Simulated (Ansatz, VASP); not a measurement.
**CaC2: VASP beside Ansatz**

```xyz
3
Lattice="-1.9827 1.9827 3.1221 1.9827 -1.9827 3.1221 1.9827 1.9827 -3.1221" Properties=species:S:1:pos:R:3 pbc="T T T"
Ca    0.0000    0.0000    0.0000
C     0.0000    0.0000    3.7333
C     0.0000    0.0000    2.5108
```

Change from the starting cell: strain +0.025 along x and y, -0.025 along z, atoms carried along.

Alike in both runs: task single point; functional LDA; k mesh 10 × 10 × 10; occupations gaussian, width 0.05 eV; no spin polarisation.

|  | VASP | Ansatz |
| --- | --- | --- |
| version | VASP 6.6.1 | Ansatz 0.2.0 |
| potentials or method | VASP PAW LDA potentials, release 64 (Ca_sv, C), cutoff 520 eV | scalar-relativistic, plane waves, PAW |
| valence electrons in the cell | 18 | 18 |

```csv
,VASP,Ansatz,Ansatz less VASP
gap on the k mesh at the Fermi level (eV),1.49,1.50,+0.014
least direct gap on the mesh (eV),2.50,2.52,+0.013
pressure (GPa),-0.7,-1.1,-0.38
"traceless stress, the component that is largest in VASP (GPa)",10.53,10.10,-0.429
rms of the force components (eV/Å),1.292,1.242,-0.0501
```

LDA's correlation is that of Perdew and Zunger in VASP and of Perdew and Wang (1992) in Ansatz. Atom by atom the forces differ by 0.050 eV/Å (rms over components).
